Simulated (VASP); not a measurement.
As:

```
As
1.0
     1.83709   -5.53642    0.00000
     1.83709    5.53642    0.00000
     0.00000    0.00000    4.49960
As
4
Direct
  0.39000 0.61000 0.56000
  0.89000 0.11000 0.94000
  0.61000 0.39000 0.44000
  0.11000 0.89000 0.06000
```

Base run:

* Program: VASP 6.6.1
* Functional: PBE
* Potentials or basis: VASP PAW PBE potentials, release 64 (As)
* Cutoff: 520 eV
* k mesh: 8 × 8 × 6
* Occupations: fermi-dirac, width 0.05 eV
* Spin: no spin polarisation

Its results: band gap on the k mesh 0.10 eV, indirect (least direct gap 0.17 eV); pressure 1.9 GPa; largest force 0.112 eV/Å.

Task: The run is repeated on the same cell with these changes: functional from PBE to r2SCAN. What comes out?

Result: Band gap on the k mesh 0.17 eV, indirect (least direct gap 0.23 eV); pressure 0.0 GPa; largest force 0.479 eV/Å.

Caveats: the PAW data sets were made with another functional, which shifts forces and pressure a little (some runs).

A k mesh can miss the band edges.
